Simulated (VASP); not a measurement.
# Sn (Im-3m) in VASP: notebook, part 2 of 3

VASP 6.6.1. Earlier steps stand in the parts before.

### Step 4. Single point, revPBE+D3(BJ)

This run uses another cell than the first one, of 25.74 Å³/atom, 0.946 times its volume.

Contents of INCAR:

```
SYSTEM = Sn
  ALGO = Normal
  EDIFF = 1E-6
  ENCUT = 520
  GGA = RE
  ISIF = 2
  ISMEAR = -1
  IVDW = 12
  LASPH = .TRUE.
  LCHARG = .TRUE.
  LELF = .TRUE.
  LREAL = .FALSE.
  LVHAR = .TRUE.
  LWAVE = .FALSE.
  NBANDS = 13
  NELM = 60
  PREC = Accurate
  SIGMA = 0.05
```

Contents of KPOINTS:

```
k-points
0
G
  10 10 10
  0 0 0
```

Contents of POSCAR:

```
Sn
1.0
   -1.8599067400      1.8599067400      1.8599067400
    1.8599067400     -1.8599067400      1.8599067400
    1.8599067400      1.8599067400     -1.8599067400
Sn
1
Direct
    0.0000000000      0.0000000000      0.0000000000
```

Command:

```bash
$ cat potpaw_PBE.64/Sn_d/POTCAR > POTCAR
$ mpirun -np 1 vasp_std > vasp.out
```

Wall time 6.3 s (1 thread of Intel Xeon Platinum 8559C (Emerald Rapids), shared host); peak memory 0.15 GiB.

It converged, with:

| Item | Value |
| --- | --- |
| Free energy | -4.1716 eV |
| Pressure | 0.0 GPa |
| Band gap on the k mesh | zero (band 7 reaches 17.39 eV, above the bottom of band 8 at 6.39 eV) |
| Dispersion energy per atom | -0.749 eV |

Levels at points of the mesh, in eV from the Fermi level:
```
           k point  band 4  band 5  band 6  band 7  band 8  band 9  band 10  band 11
(0.00, 0.00, 0.00)  -21.49  -21.49  -11.48    8.54    8.54    8.54    12.20    12.20
(0.50, 0.00, 0.00)  -21.50  -21.39   -6.44   -4.71    3.82    5.66     8.27     8.41
(0.50, 0.50, 0.50)  -21.42  -21.42   -2.08   -0.53   -0.53   -0.53     3.79     3.79
```

Caveat: the PAW data sets were made with another functional, which shifts forces and pressure a little; spin-orbit coupling is left out, which moves the levels of the heavy elements; pairwise dispersion overbinds metals, which lowers pressure and volume.

### Step 5. Single point, revPBE+D4

This run uses another cell than the first one, of 26.11 Å³/atom, 0.960 times its volume.

Contents of INCAR:

```
SYSTEM = Sn
PREC = Accurate ; ENCUT = 520
EDIFF = 1E-7 ; ISMEAR = -1
SIGMA = 0.05 ; LREAL = .False.
LASPH = .True. ; NELM = 80
ALGO = Normal ; ISIF = 2
LWAVE = .False. ; LCHARG = .True.
GGA = RE ; IVDW = 13
LELF = .True. ; LVHAR = .True.
NBANDS = 13
```

Contents of KPOINTS:

```
Automatic mesh
0
Gamma
  10 10 10
  0 0 0
```

Contents of POSCAR:

```
Sn
1.0
   -1.8689829394      1.8689829394      1.8689829394
    1.8689829394     -1.8689829394      1.8689829394
    1.8689829394      1.8689829394     -1.8689829394
Sn
1
Direct
    0.0000000000      0.0000000000      0.0000000000
```

Potentials or basis: VASP PAW PBE potentials, release 64 (Sn_d).

Command:

```bash
$ cat potpaw_PBE.64/Sn_d/POTCAR > POTCAR
$ mpirun -np 1 vasp_std > vasp.out
```

OUTCAR:

```text
SYSTEM = Sn
   PREC = Accurate
   ENCUT = 520
   EDIFF = 1E-7
   ISMEAR = -1
   LREAL = .False.
   LASPH = .True.
   NELM = 80
   ISIF = 2
   GGA = RE
   IVDW = 13

 ion  position               nearest neighbor table
   1  0.000  0.000  0.000-

  LATTYP: Found a body centered cubic cell.
 ALAT       =     3.7379658788

  Lattice vectors:

 A1 = (  -1.8689829394,   1.8689829394,   1.8689829394)
 A2 = (   1.8689829394,  -1.8689829394,   1.8689829394)
 A3 = (   1.8689829394,   1.8689829394,  -1.8689829394)

Analysis of symmetry for initial positions (statically):
=====================================================================
 Subroutine PRICEL returns:
 Original cell was already a primitive cell.

 Routine SETGRP: Setting up the symmetry group for a
 body centered cubic supercell.

 Subroutine GETGRP returns: Found 48 space group operations
[... 9 lines left out ...]

 Routine SETGRP: Setting up the symmetry group for a
 body centered cubic supercell.

 Subroutine GETGRP returns: Found 48 space group operations
[... 11 lines left out ...]
                                     Primitive cell

  volume of cell :      26.1142

  direct lattice vectors                    reciprocal lattice vectors
    -1.868982939  1.868982939  1.868982939     0.000000000  0.267525181  0.267525181
     1.868982939 -1.868982939  1.868982939     0.267525181  0.000000000  0.267525181
     1.868982939  1.868982939 -1.868982939     0.267525181  0.267525181  0.000000000

  length of vectors
     3.237173410  3.237173410  3.237173410     0.378337740  0.378337740  0.378337740

  position of ions in fractional coordinates (direct lattice)
     0.000000000  0.000000000  0.000000000

  ion indices of the primitive-cell ions
   primitive index   ion index
                 1           1

----------------------------------------------------------------------------------------

 KPOINTS: Automatic mesh

Automatic generation of k-mesh.
 Grid dimensions read from file:
 generate k-points for:   10   10   10

 Generating k-lattice:

  Cartesian coordinates                     Fractional coordinates (reciprocal lattice)
     0.000000000  0.026752518  0.026752518     0.100000000  0.000000000  0.000000000
     0.026752518  0.000000000  0.026752518     0.000000000  0.100000000  0.000000000
     0.026752518  0.026752518  0.000000000     0.000000000  0.000000000  0.100000000

  Length of vectors
     0.037833774  0.037833774  0.037833774

  Shift w.r.t. Gamma in fractional coordinates (k-lattice)
     0.000000000  0.000000000  0.000000000

 Subroutine IBZKPT returns following result:
 ===========================================

 Found     47 irreducible k-points:

 Following reciprocal coordinates:
            Coordinates               Weight
  0.000000  0.000000  0.000000      1.000000
  0.100000  0.000000  0.000000     12.000000
  0.200000  0.000000  0.000000     12.000000
  0.300000  0.000000  0.000000     12.000000
  0.400000  0.000000  0.000000     12.000000
  0.500000  0.000000  0.000000      6.000000
[... 16 lines left out ...]
  0.300000  0.300000  0.100000      8.000000
 -0.300000  0.300000  0.100000     24.000000
 [... further k-points ...]
   k-points           NKPTS =     47   k-points in BZ     NKDIM =     47   number of bands    NBANDS=     13
   number of dos      NEDOS =    301   number of ions     NIONS =      1
   total plane-waves  NPLWV =  13824
   dimension x,y,z NGX =    24 NGY =   24 NGZ =   24
   dimension x,y,z NGXF=    48 NGYF=   48 NGZF=   48
   ions per type =               1
   NGX,Y,Z   is equivalent  to a cutoff of  12.33, 12.33, 12.33 a.u.
   NGXF,Y,Z  is equivalent  to a cutoff of  24.65, 24.65, 24.65 a.u.
 SYSTEM =  Sn
   PREC   = accura    normal or accurate (medium, high low for compatibility)
   ISTART =      0    job   : 0-new  1-cont  2-samecut
   ICHARG =      2    charge: 1-file 2-atom 10-const
   ISPIN  =      1    spin polarized calculation?
   LNONCOLLINEAR =      F non collinear calculations
   LSORBIT =      F    spin-orbit coupling
   LASPH  =      T    aspherical Exc in radial PAW
   ENCUT  =  520.0 eV  38.22 Ry    6.18 a.u.   6.02  6.02  6.02*2*pi/ulx,y,z
   NELM   =     80;   NELMIN=  2; NELMDL= -5     # of ELM steps
   EDIFF  = 0.1E-06   stopping-criterion for ELM
   LREAL  =      F    real-space projection
   EDIFFG = 0.1E-05   stopping-criterion for IOM
   NSW    =      0    number of steps for IOM
   IBRION =     -1    ionic relax: 0-MD 1-quasi-New 2-CG
   NFREE  =      0    steps in history (QN), initial steepest desc. (CG)
   ISIF   =      2    stress and relaxation
   ISYM   =      2    0-nonsym 1-usesym 2-fastsym
   POTIM  = 0.5000    time-step for ionic-motion
   TEBEG  =    0.0;   TEEND  =   0.0 temperature during run
   PSTRESS=    0.0 pullay stress
   NELECT =      14.0000    total number of electrons
   NUPDOWN=      -1.0000    fix difference up-down
   EMIN   =  10.00;   EMAX   =-10.00  energy-range for DOS
[... 5 lines left out ...]
     AMIX     =   0.40;   BMIX     =  1.00
     AMIX_MAG =   1.60;   BMIX_MAG =  1.00
  volume/ion in A,a.u.               =      26.11       176.23
  Fermi-wavevector in a.u.,A,eV,Ry     =   1.329920  2.513184 24.064449  1.768687
  Thomas-Fermi vector in A             =   2.459046
   LORBIT       =      0    0 simple, 1 ext, 2 COOP (PROOUT), +10 PAW based schemes
   GGA     = RE    functional components
   LHFCALC =     F    Hartree Fock is set to
   AEXX    =    0.0000 exact exchange contribution
   IVDW    =    13    specifies the selected vdW correction
   LEPSILON=     F    determine dielectric tensor
   LRPA    =     F    only Hartree local field effects (RPA)
 non-spin polarized calculation
  energy-cutoff  :      520.00
  volume of cell :       26.11
 maximum number of plane-waves:       713
   NGX = 13   NGY = 13   NGZ = 13

 number of electron      13.9999991 magnetization

 Free energy of the ion-electron system (eV)
  ---------------------------------------------------
  ext. energy  EPLUGINS =         0.00000000
  ---------------------------------------------------
  free energy    TOTEN  =        -3.43293200 eV

  energy without entropy =       -3.42643690  energy(sigma->0) =       -3.42968445

 E-fermi :   8.6548     XC(G=0): -10.5030

 val. band max:        8.6357074632   @ k =   0.2000   0.2000   0.0000
 cond. band min:       8.6591644192   @ k =  -0.4000   0.4000   0.4000
 fundamental gap:      0.0234569560
 Fermi energy:         8.6547525872

 k-point     1 :       0.0000    0.0000    0.0000
  band No.  band energies     occupation
      1     -12.9823      2.00000
      2     -12.9823      2.00000
      3     -12.9823      2.00000
      4     -12.8277      2.00000
      5     -12.8277      2.00000
      6      -2.7079      2.00000
      7      17.0607      0.00000
      8      17.0607      0.00000
      9      17.0607      0.00000
     10      20.8297      0.00000
     11      20.8297      0.00000
     12      20.8297      0.00000
     13      21.6737      0.00000

 k-point     2 :       0.1000    0.0000    0.0000
  band No.  band energies     occupation
      1     -12.9873      2.00000
      2     -12.9753      2.00000
      3     -12.9591      2.00000
      4     -12.8332      2.00000
      5     -12.8284      2.00000
      6      -2.4821      2.00000
      7      15.2160      0.00000
      8      16.2028      0.00000
      9      16.7305      0.00000
     10      19.3256      0.00000
     11      19.6511      0.00000
     12      20.5275      0.00000
     13      22.4192      0.00000
[... 321 lines left out ...]
 k-point    23 :       0.3000    0.3000    0.1000
  band No.  band energies     occupation
      1     -12.9847      2.00000
      2     -12.8749      2.00000
      3     -12.8749      2.00000
      4     -12.8282      2.00000
      5     -12.8282      2.00000
      6       3.3772      2.00000
      7       6.2543      2.00000
      8       6.2543      2.00000
      9      10.3195      0.00000
     10      23.1699      0.00000
     11      23.7748      0.00000
     12      23.7748      0.00000
     13      27.6114      0.00000

 k-point    24 :      -0.3000    0.3000    0.1000
  band No.  band energies     occupation
      1     -12.9917      2.00000
      2     -12.9424      2.00000
      3     -12.8641      2.00000
      4     -12.8373      2.00000
      5     -12.8241      2.00000
      6      -0.4473      2.00000
      7       8.8775      0.02299
      8      12.6744      0.00000
      9      14.0132      0.00000
     10      17.8645      0.00000
     11      18.8409      0.00000
     12      19.8460      0.00000
     13      25.7831      0.00000

 [... further k-points ...]

------------------------ aborting loop because EDIFF is reached ----------------------------------------

  DFT-D4 for vdW energy calculation

  Edisp (eV):   -0.65738

  FORCE on cell =-STRESS in cart. coord.  units (eV):
  Direction    XX          YY          ZZ          XY          YZ          ZX
  --------------------------------------------------------------------------------------
  -------------------------------------------------------------------------------------
  Total      -0.00953    -0.00953    -0.00953    -0.00000    -0.00000     0.00000
  in kB      -0.58481    -0.58481    -0.58481    -0.00000    -0.00000     0.00000
  external pressure =       -0.58 kB  Pullay stress =        0.00 kB

 VOLUME and BASIS-vectors are now :
 -----------------------------------------------------------------------------
  energy-cutoff  :      520.00
  volume of cell :       26.11
      direct lattice vectors                 reciprocal lattice vectors
    -1.868982939  1.868982939  1.868982939     0.000000000  0.267525181  0.267525181
     1.868982939 -1.868982939  1.868982939     0.267525181  0.000000000  0.267525181
     1.868982939  1.868982939 -1.868982939     0.267525181  0.267525181  0.000000000

 POSITION                                       TOTAL-FORCE (eV/Angst)
 -----------------------------------------------------------------------------------
      0.00000      0.00000      0.00000         0.000000      0.000000      0.000000
 -----------------------------------------------------------------------------------
    total drift:                               -0.000000      0.000000      0.000000

  FREE ENERGIE OF THE ION-ELECTRON SYSTEM (eV)
  ---------------------------------------------------
  free  energy   TOTEN  =        -4.0903128225 eV

  energy  without entropy=       -4.0838177252  energy(sigma->0) =       -4.08706527
```

stdout:

```text
POSCAR found type information on POSCAR Sn
 POSCAR found :  1 types and       1 ions
 scaLAPACK will be used
 -----------------------------------------------------------------------------
|                                                                             |
|                                                                             |
|     You enforced a specific xc type in the INCAR file but a different       |
|     I HOPE YOU KNOW WHAT YOU ARE DOING!                                     |
|                                                                             |
 -----------------------------------------------------------------------------

 LDA part: xc-table for (Slater+PW92), standard interpolation
 POSCAR, INCAR and KPOINTS ok, starting setup
 FFT: planning ... GRIDC
 FFT: planning ... GRID_SOFT
 FFT: planning ... GRID
 WAVECAR not read
 entering main loop
```

Run time: 8.6 s. Hardware: 1 thread of Intel Xeon Platinum 8559C (Emerald Rapids), shared host; peak memory 0.14 GiB.

What came out:

```
Free energy                : -4.0903 eV
Pressure                   : -0.1 GPa
Band gap on the k mesh     : zero (band 7 reaches 17.06 eV, above the bottom of band 8 at 6.25 eV)
Dispersion energy per atom : -0.657 eV
```

Levels at points of the mesh, in eV from the Fermi level:
```
           k point  band 5  band 6  band 7  band 8  band 9  band 10
(0.00, 0.00, 0.00)  -21.48  -11.36    8.41    8.41    8.41    12.17
(0.50, 0.00, 0.00)  -21.39   -6.42   -4.63    3.78    5.61     8.19
(0.50, 0.50, 0.50)  -21.41   -2.17   -0.51   -0.51   -0.51     3.80
```

Caveat: the PAW data sets were made with another functional, which shifts forces and pressure a little; spin-orbit coupling is left out, which moves the levels of the heavy elements; pairwise dispersion overbinds metals, which lowers pressure and volume.

[end of part 2 of 3]
